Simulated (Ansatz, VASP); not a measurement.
Two plane-wave programs on KRh

```
K Rh
1.0
     3.62534    0.00000    0.00000
     0.58373    3.62663    0.00000
     0.49391    0.53230    4.47046
K Rh
1 1
Direct
  0.50000 0.50000 0.00000
  0.00000 0.50000 0.50000
```

Alike in both runs: task single point; functional PBE; k mesh 6 × 6 × 4; occupations gaussian, width 0.1 eV; no spin polarisation.

|  | VASP | Ansatz |
| --- | --- | --- |
| version | VASP 6.6.1 | Ansatz 0.2.0 |
| potentials or method | VASP PAW PBE potentials, release 64 (K_sv, Rh_pv), cutoff 520 eV | scalar-relativistic, plane waves, PAW |
| valence electrons in the cell | 24 | 26 |

|  | VASP | Ansatz | Ansatz less VASP |
| --- | --- | --- | --- |
| gap on the k mesh at the Fermi level (eV) | none | none | - |
| pressure (GPa) | -0.4 | -0.6 | -0.14 |
| traceless stress, the component that is largest in VASP (GPa) | 6.54 | 6.41 | -0.128 |

A gap of «none» marks a metal or a gap that the smearing closes. The functional is the same, so the differences come from potentials, cutoffs and numerics. VASP's potentials hold 24 valence electrons a cell and Ansatz's 26, so a difference there can come from the potentials and not from the codes.
